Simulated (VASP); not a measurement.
# ZnO (P6_3mc) in VASP: a series of runs

ZnO is run at these levels: PBEsol; tasks: single point.

All numbers are computed with VASP 6.6.1; they aren't measurements. Logs are shortened: lines on timing, memory, paths and dates and some standing lists are left out, and cuts for length are marked.

### 1 The cell of the first run

It takes space group P6_3mc (No. 186, hexagonal). The conventional cell has a = 3.231 Å, b = 3.231 Å, c = 5.216 Å, α = 90.00°, β = 90.00°, γ = 120.00°. Within 2.6 Å of Zn (site symmetry 3m) lie 4 O at 1.97 to 1.98 Å. Within 2.6 Å of O (site symmetry 3m) lie 4 Zn at 1.97 to 1.98 Å.

### 2 Single point, PBEsol

Input file INCAR:

```
SYSTEM = ZnO
PREC = Accurate ; ENCUT = 520
EDIFF = 1E-6 ; ISMEAR = 0
SIGMA = 0.01 ; LREAL = .FALSE.
LASPH = .TRUE. ; NELM = 80
ALGO = Normal ; ISIF = 2
LWAVE = .FALSE. ; LCHARG = .FALSE.
GGA = PS ; NBANDS = 26
```

Input file KPOINTS:

```
regular mesh
0
G
  15 15 8
  0 0 0
```

Input file POSCAR:

```
ZnO
1.0
    3.2308811898      0.0000000000      0.0000000000
   -1.6154405949      2.7980251869      0.0000000000
    0.0000000000      0.0000000000      5.2157897621
Zn O
2 2
Direct
    0.3333333333      0.6666666667      0.0015360846
    0.6666666667      0.3333333333      0.5015360846
    0.3333333333      0.6666666667      0.3804639154
    0.6666666667      0.3333333333      0.8804639154
```

Potentials or basis: VASP PAW PBE potentials, release 64 (Zn, O).

The run is started by

```
cat potpaw_PBE.64/Zn/POTCAR potpaw_PBE.64/O/POTCAR > POTCAR
mpirun -np 1 vasp_std > vasp.out
```

OUTCAR:

```text
SYSTEM = ZnO
   PREC = Accurate
   ENCUT = 520
   EDIFF = 1E-6
   ISMEAR = 0
   LREAL = .FALSE.
   LASPH = .TRUE.
   NELM = 80
   ISIF = 2
   GGA = PS

 ion  position               nearest neighbor table
   1  0.333  0.667  0.002-   4 1.97   4 1.97   4 1.97   3 1.98
   2  0.667  0.333  0.502-   3 1.97   3 1.97   3 1.97   4 1.98
   3  0.333  0.667  0.380-   2 1.97   2 1.97   2 1.97   1 1.98
   4  0.667  0.333  0.880-   1 1.97   1 1.97   1 1.97   2 1.98

  LATTYP: Found a hexagonal cell.
 ALAT       =     3.2308811898
 C/A-ratio  =     1.6143551730

  Lattice vectors:

 A1 = (   3.2308811898,   0.0000000000,   0.0000000000)
 A2 = (  -1.6154405949,   2.7980251869,   0.0000000000)
 A3 = (   0.0000000000,   0.0000000000,   5.2157897621)

Analysis of symmetry for initial positions (statically):
=====================================================================
 Subroutine PRICEL returns:
 Original cell was already a primitive cell.

 Routine SETGRP: Setting up the symmetry group for a
 hexagonal supercell.

 Subroutine GETGRP returns: Found 12 space group operations
 (whereof  6 operations were pure point group operations)
 out of a pool of 24 trial point group operations.

The static configuration has the point symmetry C_3v.
 The point group associated with its full space group is C_6v.

Analysis of symmetry for dynamics (positions and initial velocities):
=====================================================================
 Subroutine PRICEL returns:
 Original cell was already a primitive cell.

 Routine SETGRP: Setting up the symmetry group for a
 hexagonal supercell.

 Subroutine GETGRP returns: Found 12 space group operations
 (whereof  6 operations were pure point group operations)
 out of a pool of 24 trial point group operations.

The dynamic configuration has the point symmetry C_3v.
 The point group associated with its full space group is C_6v.

 Subroutine INISYM returns: Found 12 space group operations
 (whereof  6 operations are pure point group operations),
 and found     1 'primitive' translations

----------------------------------------------------------------------------------------

                                     Primitive cell

  volume of cell :      47.1512

  direct lattice vectors                    reciprocal lattice vectors
     3.230881190  0.000000000  0.000000000     0.309513084  0.178697462  0.000000000
    -1.615440595  2.798025187  0.000000000     0.000000000  0.357394924  0.000000000
     0.000000000  0.000000000  5.215789762     0.000000000  0.000000000  0.191725519

  length of vectors
     3.230881190  3.230881190  5.215789762     0.357394924  0.357394924  0.191725519

  position of ions in fractional coordinates (direct lattice)
     0.333333333  0.666666667  0.001536085
     0.666666667  0.333333333  0.501536085
     0.333333333  0.666666667  0.380463915
     0.666666667  0.333333333  0.880463915

  ion indices of the primitive-cell ions
   primitive index   ion index
                 1           1
                 2           2
                 3           3
                 4           4

----------------------------------------------------------------------------------------

 KPOINTS: regular mesh

Automatic generation of k-mesh.
 Grid dimensions read from file:
 generate k-points for:   15   15    8

 Generating k-lattice:

  Cartesian coordinates                     Fractional coordinates (reciprocal lattice)
     0.020634206  0.011913164  0.000000000     0.066666667  0.000000000  0.000000000
     0.000000000  0.023826328  0.000000000     0.000000000  0.066666667  0.000000000
     0.000000000  0.000000000  0.023965690     0.000000000  0.000000000  0.125000000

  Length of vectors
     0.023826328  0.023826328  0.023965690

  Shift w.r.t. Gamma in fractional coordinates (k-lattice)
     0.000000000  0.000000000  0.000000000

 Subroutine IBZKPT returns following result:
 ===========================================

 Found    135 irreducible k-points:

 Following reciprocal coordinates:
            Coordinates               Weight
  0.000000  0.000000  0.000000      1.000000
  0.066667  0.000000  0.000000      6.000000
  0.133333  0.000000  0.000000      6.000000
  0.200000 -0.000000  0.000000      6.000000
  0.266667  0.000000  0.000000      6.000000
  0.333333 -0.000000  0.000000      6.000000
[... 16 lines left out ...]
  0.333333  0.200000  0.000000     12.000000
  0.400000  0.200000  0.000000      6.000000
 [... further k-points ...]
   k-points           NKPTS =    135   k-points in BZ     NKDIM =    135   number of bands    NBANDS=     26
   number of dos      NEDOS =    301   number of ions     NIONS =      4
   total plane-waves  NPLWV =  23040
   dimension x,y,z NGX =    24 NGY =   24 NGZ =   40
   dimension x,y,z NGXF=    48 NGYF=   48 NGZF=   80
   ions per type =               2   2
   NGX,Y,Z   is equivalent  to a cutoff of  12.35, 12.35, 12.75 a.u.
   NGXF,Y,Z  is equivalent  to a cutoff of  24.70, 24.70, 25.50 a.u.
 SYSTEM =  ZnO
   PREC   = accura    normal or accurate (medium, high low for compatibility)
   ISTART =      0    job   : 0-new  1-cont  2-samecut
   ICHARG =      2    charge: 1-file 2-atom 10-const
   ISPIN  =      1    spin polarized calculation?
   LNONCOLLINEAR =      F non collinear calculations
   LSORBIT =      F    spin-orbit coupling
   LASPH  =      T    aspherical Exc in radial PAW
   ENCUT  =  520.0 eV  38.22 Ry    6.18 a.u.   6.01  6.01  9.70*2*pi/ulx,y,z
   NELM   =     80;   NELMIN=  2; NELMDL= -5     # of ELM steps
   EDIFF  = 0.1E-05   stopping-criterion for ELM
   LREAL  =      F    real-space projection
   EDIFFG = 0.1E-04   stopping-criterion for IOM
   NSW    =      0    number of steps for IOM
   IBRION =     -1    ionic relax: 0-MD 1-quasi-New 2-CG
   NFREE  =      0    steps in history (QN), initial steepest desc. (CG)
   ISIF   =      2    stress and relaxation
   ISYM   =      2    0-nonsym 1-usesym 2-fastsym
   POTIM  = 0.5000    time-step for ionic-motion
   TEBEG  =    0.0;   TEEND  =   0.0 temperature during run
   PSTRESS=    0.0 pullay stress
   NELECT =      36.0000    total number of electrons
   NUPDOWN=      -1.0000    fix difference up-down
   EMIN   =  10.00;   EMAX   =-10.00  energy-range for DOS
   EFERMI =   0.00;   METHOD = LEGACY
   ISMEAR =     0;   SIGMA  =   0.01  broadening in eV -4-tet -1-fermi 0-gaus
   EFERMI_NEDOS =   21; number of points for ismear=-14 and -15
   IALGO  =     38    algorithm
   IMIX   =      4    mixing-type and parameters
     AMIX     =   0.40;   BMIX     =  1.00
     AMIX_MAG =   1.60;   BMIX_MAG =  1.00
  volume/ion in A,a.u.               =      11.79        79.55
  Fermi-wavevector in a.u.,A,eV,Ry     =   1.496275  2.827550 30.461254  2.238839
  Thomas-Fermi vector in A             =   2.608312
   LORBIT       =      0    0 simple, 1 ext, 2 COOP (PROOUT), +10 PAW based schemes
   GGA     = PS    functional components
   LHFCALC =     F    Hartree Fock is set to
   AEXX    =    0.0000 exact exchange contribution
   IVDW    =     0    specifies the selected vdW correction
   LEPSILON=     F    determine dielectric tensor
   LRPA    =     F    only Hartree local field effects (RPA)
 non-spin polarized calculation
 Gauss-broadening in eV      SIGMA  =   0.01
  energy-cutoff  :      520.00
  volume of cell :       47.15
 maximum number of plane-waves:      1296
   NGX = 13   NGY = 13   NGZ = 19

 number of electron      36.0000022 magnetization

 Free energy of the ion-electron system (eV)
  ---------------------------------------------------
  ext. energy  EPLUGINS =         0.00000000
  ---------------------------------------------------
  free energy    TOTEN  =       -19.41095359 eV

  energy without entropy =      -19.41095359  energy(sigma->0) =      -19.41095359

 E-fermi :   1.2718     XC(G=0): -11.2370

 val. band max:        1.1405878699   @ k =   0.0000   0.0000   0.0000
 cond. band min:       1.8288795834   @ k =   0.0000   0.0000   0.0000
 fundamental gap:      0.6882917135
 Fermi energy:         1.2717998017

 k-point     1 :       0.0000    0.0000    0.0000
  band No.  band energies     occupation
      1     -16.9831      2.00000
      2     -16.2290      2.00000
      3      -4.6642      2.00000
      4      -4.6245      2.00000
      5      -4.6245      2.00000
      6      -4.5815      2.00000
[... 18 lines left out ...]
     25      15.2550      0.00000
     26      15.2550      0.00000

 k-point     2 :       0.0667    0.0000    0.0000
  band No.  band energies     occupation
      1     -16.9574      2.00000
      2     -16.2174      2.00000
      3      -4.6629      2.00000
      4      -4.6213      2.00000
      5      -4.6098      2.00000
      6      -4.5631      2.00000
[... 18 lines left out ...]
     25      15.1241      0.00000
     26      15.3213      0.00000

 k-point     3 :       0.1333    0.0000    0.0000
  band No.  band energies     occupation
      1     -16.8829      2.00000
      2     -16.1848      2.00000
      3      -4.7449      2.00000
      4      -4.5689      2.00000
      5      -4.5293      2.00000
      6      -4.5210      2.00000
[... 18 lines left out ...]
     25      15.2286      0.00000
     26      15.4340      0.00000

 k-point     4 :       0.2000   -0.0000    0.0000
  band No.  band energies     occupation
      1     -16.7686      2.00000
      2     -16.1385      2.00000
      3      -4.8466      2.00000
      4      -4.5301      2.00000
      5      -4.5121      2.00000
      6      -4.4303      2.00000
[... 18 lines left out ...]
     25      14.7870      0.00000
     26      15.4083      0.00000

 k-point     5 :       0.2667    0.0000    0.0000
  band No.  band energies     occupation
      1     -16.6291      2.00000
      2     -16.0898      2.00000
      3      -4.9328      2.00000
      4      -4.5618      2.00000
      5      -4.4542      2.00000
      6      -4.3333      2.00000
[... 18 lines left out ...]
     25      14.4774      0.00000
     26      15.2494      0.00000

 k-point     6 :       0.3333   -0.0000    0.0000
  band No.  band energies     occupation
      1     -16.4838      2.00000
      2     -16.0513      2.00000
      3      -4.9739      2.00000
      4      -4.6028      2.00000
      5      -4.4081      2.00000
      6      -4.2208      2.00000
[... 427 lines left out ...]
 k-point    21 :       0.2000    0.2000    0.0000
  band No.  band energies     occupation
      1     -16.4493      2.00000
      2     -16.0431      2.00000
      3      -4.8136      2.00000
      4      -4.6601      2.00000
      5      -4.3568      2.00000
      6      -4.2794      2.00000
[... 18 lines left out ...]
     25      13.0499      0.00000
     26      16.0657      0.00000

 k-point    22 :       0.2667    0.2000    0.0000
  band No.  band energies     occupation
      1     -16.3277      2.00000
      2     -16.0276      2.00000
      3      -4.7466      2.00000
      4      -4.6329      2.00000
      5      -4.3284      2.00000
      6      -4.2043      2.00000
[... 18 lines left out ...]
     25      12.7548      0.00000
     26      15.5979      0.00000

 k-point    23 :       0.3333    0.2000    0.0000
  band No.  band energies     occupation
      1     -16.2296      2.00000
      2     -16.0319      2.00000
      3      -4.7386      2.00000
      4      -4.4903      2.00000
      5      -4.3199      2.00000
      6      -4.1600      2.00000
[... 18 lines left out ...]
     25      13.1407      0.00000
     26      14.9563      0.00000

 k-point    24 :       0.4000    0.2000    0.0000
  band No.  band energies     occupation
      1     -16.1865      2.00000
      2     -16.0415      2.00000
      3      -4.7392      2.00000
      4      -4.3914      2.00000
      5      -4.3253      2.00000
      6      -4.1476      2.00000
[... 18 lines left out ...]
     25      13.7254      0.00000
     26      14.4258      0.00000

 [... further k-points ...]

------------------------ aborting loop because EDIFF is reached ----------------------------------------

  FORCE on cell =-STRESS in cart. coord.  units (eV):
  Direction    XX          YY          ZZ          XY          YZ          ZX
  --------------------------------------------------------------------------------------
  -------------------------------------------------------------------------------------
  Total        0.1786491      0.1786491      0.1805543      0.0000000      0.0000000      0.0000000
  in kB        6.0704186      6.0704186      6.1351574      0.0000000      0.0000000      0.0000000
  external PRESSURE =       6.0919982 kB  Pullay stress =       0.0000000 kB

 VOLUME and BASIS-vectors are now :
 -----------------------------------------------------------------------------
  energy-cutoff  :      520.00
  volume of cell :       47.15
      direct lattice vectors                 reciprocal lattice vectors
     3.230881190  0.000000000  0.000000000     0.309513084  0.178697462  0.000000000
    -1.615440595  2.798025187  0.000000000     0.000000000  0.357394924  0.000000000
     0.000000000  0.000000000  5.215789762     0.000000000  0.000000000  0.191725519

 POSITION                                       TOTAL-FORCE (eV/Angst)
 -----------------------------------------------------------------------------------
     -0.00000      1.86535      0.00801         0.000000      0.000000      0.001489
      1.61544      0.93268      2.61591        -0.000000      0.000000      0.001489
     -0.00000      1.86535      1.98442         0.000000      0.000000     -0.001489
      1.61544      0.93268      4.59231        -0.000000      0.000000     -0.001489
 -----------------------------------------------------------------------------------
    total drift:                               -0.000000     -0.000000      0.001957

  FREE ENERGIE OF THE ION-ELECTRON SYSTEM (eV)
  ---------------------------------------------------
  free  energy   TOTEN  =       -19.4109535904 eV

  energy  without entropy=      -19.4109535904  energy(sigma->0) =      -19.41095359
```

Wall time 1.8 min (1 thread of Intel Xeon Platinum 8488C (Sapphire Rapids), shared host); peak memory 0.25 GiB.

What came out:

```yaml
Free_energy: -19.4110 eV
Pressure: 0.6 GPa
Band_gap_on_the_k_mesh: 0.69 eV
```

Levels at points of the mesh, in eV from the valence-band top:
| k point | band 15 | band 16 | band 17 | band 18 | band 19 | band 20 | band 21 | band 22 |
| --- | --- | --- | --- | --- | --- | --- | --- | --- |
| (0.00, 0.00, 0.00) | -0.81 | -0.09 | 0.00 | 0.00 | 0.69 | 5.15 | 8.10 | 12.83 |
| (0.00, 0.00, 0.50) | -0.40 | -0.40 | -0.40 | -0.40 | 3.38 | 3.38 | 9.95 | 9.95 |

Caveat: the PAW data sets were made with another functional, which shifts forces and pressure a little; an odd mesh through Γ misses points on the zone boundary, where band edges can lie.

### 3 Single point, PBEsol (atoms displaced along a vibrational mode)

Input file INCAR:

```
PREC = Accurate
ENCUT = 520
EDIFF = 1E-6
ISMEAR = 0
SIGMA = 0.01
LREAL = False
LASPH = True
NELM = 100
ALGO = Normal
ISIF = 2
LWAVE = False
LCHARG = False
GGA = PS
NBANDS = 26
```

Input file KPOINTS:

```
regular mesh
0
Gamma
  15 15 8
```

Input file POSCAR:

```
ZnO
1.0
    3.2308811898      0.0000000000      0.0000000000
   -1.6154405949      2.7980251869      0.0000000000
    0.0000000000      0.0000000000      5.2157897621
Zn O
2 2
Direct
    0.3333333333      0.6666666667     -0.0075443281
    0.6666666667      0.3333333333      0.4924556719
    0.3333333333      0.6666666667      0.3895443281
    0.6666666667      0.3333333333      0.8895443281
```

Potentials or basis: VASP PAW PBE potentials, release 64 (Zn, O).

The run is started by

```
cat potpaw_PBE.64/Zn/POTCAR potpaw_PBE.64/O/POTCAR > POTCAR
mpirun -np 1 vasp_std > vasp.out
```

Wall time 99 s (1 thread of Intel Xeon Platinum 8488C (Sapphire Rapids), shared host); peak memory 0.25 GiB.

It converged, with:

| Property | Result |
| --- | --- |
| Free energy | -19.3621 eV |
| Pressure | 1.3 GPa |
| Largest force | 0.462 eV/Å |
| Band gap on the k mesh | 0.70 eV |

Forces on the atoms (eV/Å):
```
Zn   0.000  0.000  0.462
Zn   0.000  0.000  0.462
O    0.000  0.000 -0.462
O    0.000  0.000 -0.462
```

Stress tensor (GPa, compression positive):
```
 3.71  0.00  0.00
 0.00  3.71  0.00
 0.00  0.00 -3.53
```

Levels at points of the mesh, in eV from the valence-band top:
```csv
k point,band 14,band 15,band 16,band 17,band 18,band 19,band 20,band 21,band 22,band 23
"(0.00, 0.00, 0.00)",-0.67,-0.67,-0.27,0.00,0.00,0.70,5.04,8.00,12.77,12.77
"(0.00, 0.00, 0.50)",-2.33,-0.33,-0.33,-0.33,-0.33,3.35,3.35,9.79,9.79,13.04
```

Caveat: the cell differs from its parent crystal (atoms displaced along a vibrational mode); the PAW data sets were made with another functional, which shifts forces and pressure a little; an odd mesh through Γ misses points on the zone boundary, where band edges can lie.

### 4 Single point, PBEsol (atoms displaced along a vibrational mode)

Input file INCAR:

```
PREC = Accurate
ENCUT = 520
EDIFF = 1E-6
ISMEAR = 0
SIGMA = 0.01
LREAL = F
LASPH = T
NELM = 60
ALGO = Normal
ISIF = 2
LWAVE = F
LCHARG = F
GGA = PS
NBANDS = 26
```

KPOINTS is that of step 3.

Input file POSCAR:

```
ZnO
1.0
    3.2308811898      0.0000000000      0.0000000000
   -1.6154405949      2.7980251869      0.0000000000
    0.0000000000      0.0000000000      5.2157897621
Zn O
2 2
Direct
    0.3333333333      0.6666666667     -0.0166247408
    0.6666666667      0.3333333333      0.4833752592
    0.3333333333      0.6666666667      0.3986247408
    0.6666666667      0.3333333333      0.8986247408
```

The run is started by

```
cat potpaw_PBE.64/Zn/POTCAR potpaw_PBE.64/O/POTCAR > POTCAR
mpirun -np 1 vasp_std > vasp.out
```

Wall time 86 s (1 thread of Intel Xeon Platinum 8488C (Sapphire Rapids), shared host); peak memory 0.25 GiB.

Results (log left out):

* Free energy: -19.2531 eV
* Pressure: 2.9 GPa
* Largest force: 0.653 eV/Å
* Band gap on the k mesh: 0.73 eV

Forces on the atoms (eV/Å):
```
Zn   0.000  0.000  0.653
Zn   0.000  0.000  0.653
O    0.000  0.000 -0.653
O    0.000  0.000 -0.653
```

Stress tensor (GPa, compression positive):
```
 6.85  0.00  0.00
 0.00  6.85  0.00
 0.00  0.00 -5.04
```

Levels at points of the mesh, in eV from the valence-band top:
| k point | band 16 | band 17 | band 18 | band 19 | band 20 | band 21 |
| --- | --- | --- | --- | --- | --- | --- |
| (0.00, 0.00, 0.00) | -0.51 | 0.00 | 0.00 | 0.73 | 4.93 | 7.91 |
| (0.00, 0.00, 0.50) | -0.27 | -0.27 | -0.27 | 3.32 | 3.32 | 9.67 |

Caveat: the cell differs from its parent crystal (atoms displaced along a vibrational mode); the PAW data sets were made with another functional, which shifts forces and pressure a little; an odd mesh through Γ misses points on the zone boundary, where band edges can lie.

### 5 The runs side by side

```csv
cell,gap on the mesh (eV),pressure (GPa),largest force (eV/Å)
"as given, atomic positions A",0.69,0.6,-
"as given, atomic positions B",0.70,1.3,0.46
"as given, atomic positions C",0.73,2.9,0.65
```

Alike in all rows: task single point; level PBEsol; potentials or basis VASP PAW PBE potentials, release 64 (Zn, O); no spin polarisation; k mesh 15 × 15 × 8; cutoff (eV) 520; smearing gaussian 0.01 eV.

Caveats: the PAW data sets were made with another functional, which shifts forces and pressure a little; an odd mesh through Γ misses points on the zone boundary, where band edges can lie.

Absolute energies hang on the potentials; compare differences alone.
